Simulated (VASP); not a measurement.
# C (Fd-3m) in VASP: notebook

The runs below take C through single point, with r2SCAN.

All numbers are computed with VASP 6.6.1; they aren't measurements. Logs are shortened: lines on timing, memory, paths and dates and some standing lists are left out, and cuts for length are marked.

**1. The cell of the first run**

The structure is cubic, space group Fd-3m (No. 227). The conventional cell has a = 3.566 Å, b = 3.566 Å, c = 3.566 Å, α = 90.00°, β = 90.00°, γ = 90.00°. Within 2.1 Å of C (site symmetry -43m) lie 4 C at 1.54 Å.

**2. Single point, r2SCAN**

POSCAR

```
C
1.0
    1.7827980172      1.7827980172      0.0000000000
   -1.7827980172      1.7827980172      0.0000000000
    0.0000000000      1.7827980172      1.7827980172
C
2
Direct
    0.5000000000      0.5000000000      0.0000000000
    0.7500000000      0.2500000000      0.5000000000
```

INCAR.step1

```
  ALGO = Normal
  EDIFF = 1E-4
  ENCUT = 520
  GGA = PE
  ISMEAR = 0
  LASPH = True
  LCHARG = False
  LREAL = False
  LWAVE = True
  NBANDS = 11
  NELM = 80
  PREC = Accurate
  SIGMA = 0.01
```

INCAR.step2

```
  ALGO = Normal
  EDIFF = 1E-6
  ENCUT = 520
  ISIF = 2
  ISMEAR = 0
  ISTART = 1
  LASPH = True
  LCHARG = False
  LMIXTAU = True
  LREAL = False
  LWAVE = False
  METAGGA = R2SCAN
  NBANDS = 11
  NELM = 80
  PREC = Accurate
  SIGMA = 0.01
```

KPOINTS

```
k-points
0
Gamma
  12 12 12
```

Potentials or basis: VASP PAW PBE potentials, release 64 (C).

Command:

```console
> cat potpaw_PBE.64/C/POTCAR > POTCAR
> cp INCAR.step1 INCAR
> mpirun -np 1 vasp_std > vasp.out
> cp INCAR.step2 INCAR
> mpirun -np 1 vasp_std > vasp.out
```

OUTCAR:

```text
EDIFF = 1E-6
   ENCUT = 520
   ISIF = 2
   ISMEAR = 0
   ISTART = 1
   LASPH = True
   LREAL = False
   METAGGA = R2SCAN
   NELM = 80
   PREC = Accurate

 ion  position               nearest neighbor table
   1  0.500  0.500  0.000-   2 1.54   2 1.54   2 1.54   2 1.54
   2  0.750  0.250  0.500-   1 1.54   1 1.54   1 1.54   1 1.54

  LATTYP: Found a face centered cubic cell.
 ALAT       =     3.5655960344

  Lattice vectors:

 A1 = (   0.0000000000,   1.7827980172,   1.7827980172)
 A2 = (   1.7827980172,   0.0000000000,   1.7827980172)
 A3 = (   1.7827980172,   1.7827980172,   0.0000000000)

Analysis of symmetry for initial positions (statically):
=====================================================================
 Subroutine PRICEL returns:
 Original cell was already a primitive cell.

 Routine SETGRP: Setting up the symmetry group for a
 face centered cubic supercell.

 Subroutine GETGRP returns: Found 48 space group operations
 (whereof 24 operations were pure point group operations)
 out of a pool of 48 trial point group operations.

The static configuration has the point symmetry T_d .
 The point group associated with its full space group is O_h .

Analysis of symmetry for dynamics (positions and initial velocities):
=====================================================================
 Subroutine PRICEL returns:
 Original cell was already a primitive cell.

 Routine SETGRP: Setting up the symmetry group for a
 face centered cubic supercell.

 Subroutine GETGRP returns: Found 48 space group operations
 (whereof 24 operations were pure point group operations)
 out of a pool of 48 trial point group operations.

The dynamic configuration has the point symmetry T_d .
 The point group associated with its full space group is O_h .

 Subroutine INISYM returns: Found 48 space group operations
 (whereof 24 operations are pure point group operations),
 and found     1 'primitive' translations

----------------------------------------------------------------------------------------

                                     Primitive cell

  volume of cell :      11.3328

  direct lattice vectors                    reciprocal lattice vectors
     1.782798017  1.782798017  0.000000000     0.280458019  0.280458019 -0.280458019
    -1.782798017  1.782798017  0.000000000    -0.280458019  0.280458019 -0.280458019
     0.000000000  1.782798017  1.782798017     0.000000000  0.000000000  0.560916038
[... 90 lines left out ...]
   ISIF   =      2    stress and relaxation
   ISYM   =      2    0-nonsym 1-usesym 2-fastsym
   POTIM  = 0.5000    time-step for ionic-motion
   TEBEG  =    0.0;   TEEND  =   0.0 temperature during run
   PSTRESS=    0.0 pullay stress
   NELECT =       8.0000    total number of electrons
   NUPDOWN=      -1.0000    fix difference up-down
   EMIN   =  10.00;   EMAX   =-10.00  energy-range for DOS
   EFERMI =   0.00;   METHOD = LEGACY
   ISMEAR =     0;   SIGMA  =   0.01  broadening in eV -4-tet -1-fermi 0-gaus
   EFERMI_NEDOS =   21; number of points for ismear=-14 and -15
   IALGO  =     38    algorithm
   IMIX   =      4    mixing-type and parameters
     AMIX     =   0.40;   BMIX     =  1.00
     AMIX_MAG =   1.60;   BMIX_MAG =  1.00
  volume/ion in A,a.u.               =       5.67        38.24
  Fermi-wavevector in a.u.,A,eV,Ry     =   1.457670  2.754598 28.909702  2.124803
  Thomas-Fermi vector in A             =   2.574445
   LORBIT       =      0    0 simple, 1 ext, 2 COOP (PROOUT), +10 PAW based schemes
   METAGGA = R2SCAN    functional components
   LHFCALC =     F    Hartree Fock is set to
   AEXX    =    0.0000 exact exchange contribution
   IVDW    =     0    specifies the selected vdW correction
   LEPSILON=     F    determine dielectric tensor
   LRPA    =     F    only Hartree local field effects (RPA)
 non-spin polarized calculation
 Gauss-broadening in eV      SIGMA  =   0.01
  energy-cutoff  :      520.00
  volume of cell :       11.33
 maximum number of plane-waves:       316
   NGX =  9   NGY =  9   NGZ =  9

 number of electron       7.9999999 magnetization

 Free energy of the ion-electron system (eV)
  ---------------------------------------------------
  ext. energy  EPLUGINS =         0.00000000
  ---------------------------------------------------
  free energy    TOTEN  =       -19.65734474 eV

  energy without entropy =      -19.65734474  energy(sigma->0) =      -19.65734474

 E-fermi :   9.9026     XC(G=0): -14.2632

 val. band max:        9.7268675565   @ k =   0.0000   0.0000   0.0000
 cond. band min:      14.0715818421   @ k =  -0.3333   0.3333   0.0000
 fundamental gap:      4.3447142857
 Fermi energy:         9.9026380263

 k-point     1 :       0.0000    0.0000    0.0000
  band No.  band energies     occupation
      1     -12.9819      2.00000
      2       9.7269      2.00000
      3       9.7269      2.00000
      4       9.7269      2.00000
      5      15.5650      0.00000
      6      15.5650      0.00000
      7      15.5650      0.00000
      8      23.5680      0.00000
      9      30.1337      0.00000
     10      37.1256      0.00000
     11      37.1256      0.00000
[... 309 lines left out ...]
 k-point    24 :      -0.4167    0.1667    0.0000
  band No.  band energies     occupation
      1      -8.6291      2.00000
      2      -0.6397      2.00000
      3       5.1707      2.00000
      4       5.4262      2.00000
      5      16.7275      0.00000
      6      21.3238      0.00000
      7      21.3730      0.00000
      8      23.1236      0.00000
      9      32.0548      0.00000
     10      33.4292      0.00000
     11      38.3828      0.00000

 [... further k-points ...]

------------------------ aborting loop because EDIFF is reached ----------------------------------------

  FORCE on cell =-STRESS in cart. coord.  units (eV):
  Direction    XX          YY          ZZ          XY          YZ          ZX
  --------------------------------------------------------------------------------------
  -------------------------------------------------------------------------------------
  Total       -0.0634772     -0.0634772     -0.0634772      0.0000000      0.0000000      0.0000000
  in kB       -8.9741279     -8.9741279     -8.9741279      0.0000000      0.0000000      0.0000000
  external PRESSURE =      -8.9741279 kB  Pullay stress =       0.0000000 kB

 VOLUME and BASIS-vectors are now :
 -----------------------------------------------------------------------------
  energy-cutoff  :      520.00
  volume of cell :       11.33
      direct lattice vectors                 reciprocal lattice vectors
     1.782798017  1.782798017  0.000000000     0.280458019  0.280458019 -0.280458019
    -1.782798017  1.782798017  0.000000000    -0.280458019  0.280458019 -0.280458019
     0.000000000  1.782798017  1.782798017     0.000000000  0.000000000  0.560916038

 POSITION                                       TOTAL-FORCE (eV/Angst)
 -----------------------------------------------------------------------------------
      0.00000      1.78280      0.00000        -0.000000      0.000000     -0.000000
      0.89140      2.67420      0.89140         0.000000     -0.000000      0.000000
 -----------------------------------------------------------------------------------
    total drift:                                0.000000     -0.000000      0.000000

  FREE ENERGIE OF THE ION-ELECTRON SYSTEM (eV)
  ---------------------------------------------------
  free  energy   TOTEN  =       -19.6573447441 eV

  energy  without entropy=      -19.6573447441  energy(sigma->0) =      -19.65734474
```

OSZICAR.step1:

```text
N       E                     dE             d eps       ncg     rms          rms(c)
DAV:   1     0.227143633562E+01    0.22714E+01   -0.46579E+03  1648   0.696E+02
DAV:   2    -0.184369460797E+02   -0.20708E+02   -0.20134E+02  2165   0.133E+02
DAV:   3    -0.188251863439E+02   -0.38824E+00   -0.38738E+00  1863   0.138E+01
DAV:   4    -0.188257739486E+02   -0.58760E-03   -0.58759E-03  1674   0.691E-01
DAV:   5    -0.188257746205E+02   -0.67187E-06   -0.67186E-06  1826   0.221E-02    0.556E+00
DAV:   6    -0.183449919544E+02    0.48078E+00   -0.25084E-01  1617   0.353E+00    0.333E+00
DAV:   7    -0.181831644166E+02    0.16183E+00   -0.30726E-01  1698   0.395E+00    0.759E-01
DAV:   8    -0.181849914851E+02   -0.18271E-02   -0.87015E-03  1659   0.695E-01    0.438E-02
DAV:   9    -0.181850320884E+02   -0.40603E-04   -0.62278E-05  1755   0.638E-02
   1 F= -.18185032E+02 E0= -.18185032E+02  d E =-.639925E-47
```

It took 48 s on 1 thread of Intel Xeon 8259CL, shared host; peak memory 0.12 GiB.

What came out:

* Free energy: -19.6573 eV
* Pressure: -0.9 GPa
* Band gap on the k mesh: 4.34 eV (least direct gap 5.84 eV)

Caveat: the PAW data sets were made with another functional, which shifts forces and pressure a little. r2SCAN opens gaps a little over a GGA but as a rule still falls short of measured ones.

**3. Single point, r2SCAN**

This run uses another cell than the first one, of 5.62 Å³/atom.

POSCAR

```
C
1.0
    1.7775348587      1.7775348587      0.0000000000
   -1.7775348587      1.7775348587      0.0000000000
    0.0000000000      1.7775348587      1.7775348587
C
2
Direct
    0.5000000000      0.5000000000      0.0000000000
    0.7500000000      0.2500000000      0.5000000000
```

INCAR.step1

```
PREC = Accurate
ENCUT = 520
ISMEAR = 0
SIGMA = 0.01
LREAL = F
LASPH = T
NELM = 100
NBANDS = 11
GGA = PE
ALGO = Normal
EDIFF = 1E-4
LWAVE = T
LCHARG = F
```

INCAR.step2

```
PREC = Accurate
ENCUT = 520
EDIFF = 1E-6
ISMEAR = 0
SIGMA = 0.01
LREAL = F
LASPH = T
NELM = 100
ALGO = Normal
ISIF = 2
LWAVE = F
LCHARG = F
METAGGA = R2SCAN
LMIXTAU = T
NBANDS = 11
ISTART = 1
```

KPOINTS

```
regular mesh
0
Gamma
  12 12 12
```

Potentials or basis: VASP PAW PBE potentials, release 64 (C).

Command:

```console
> cat potpaw_PBE.64/C/POTCAR > POTCAR
> cp INCAR.step1 INCAR
> mpirun -np 1 vasp_std > vasp.out
> cp INCAR.step2 INCAR
> mpirun -np 1 vasp_std > vasp.out
```

It took 50 s on 1 thread of Intel Xeon 8259CL, shared host; peak memory 0.12 GiB.

Results (log left out):

```yaml
Free_energy: -19.6565 eV
Pressure: 3.1 GPa
Band_gap_on_the_k_mesh: 4.37 eV (least direct gap 5.86 eV)
```

Levels at points of the mesh, in eV from the valence-band top:
| k point | band 1 | band 2 | band 3 | band 4 | band 5 | band 6 | band 7 | band 8 | band 9 |
| --- | --- | --- | --- | --- | --- | --- | --- | --- | --- |
| (0.00, 0.00, 0.00) | -22.83 | 0.00 | 0.00 | 0.00 | 5.86 | 5.86 | 5.86 | 14.05 | 20.53 |
| (0.50, 0.00, 0.00) | -16.83 | -14.16 | -3.00 | -3.00 | 8.92 | 8.92 | 9.27 | 16.79 | 23.36 |
| (0.50, 0.50, 0.00) | -13.66 | -13.66 | -6.72 | -6.72 | 5.02 | 5.02 | 18.03 | 18.03 | 24.82 |

Caveat: the cell stands under pressure; the PAW data sets were made with another functional, which shifts forces and pressure a little. A k mesh can miss the band edges.
